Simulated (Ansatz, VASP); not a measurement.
# One calculation of InP, two programs

```xyz
2
Lattice="0.0000 2.5680 2.5680 2.5680 0.0000 2.5680 2.5680 2.5680 0.0000" Properties=species:S:1:pos:R:3 pbc="T T T"
In    0.0000    0.0000    0.0000
P     1.2840    1.2840    1.2840
```

Change from the starting cell: volume scaled by 0.64, PAW files.

Alike in both runs: task single point; functional PBE; k mesh 11 × 11 × 11; occupations fermi-dirac, width 0.1 eV; no spin polarisation.

|  | VASP | Ansatz |
| --- | --- | --- |
| version | VASP 6.6.1 | Ansatz 0.2.0 |
| potentials or method | VASP PAW PBE potentials, release 64 (In_d, P) | PAW with Ansatz's default frozen-core files, scalar-relativistic |
| plane-wave cutoff (eV) | 520 | 420 |
| valence electrons in the cell | 18 | 18 |

|  | VASP | Ansatz | Ansatz less VASP |
| --- | --- | --- | --- |
| pressure (GPa) | 71.7 | 72.4 | +0.62 |

Both programs put the cell under a high pressure, so it lies far from rest at this level.

Noted on VASP's run: the cell as given lies far from equilibrium.
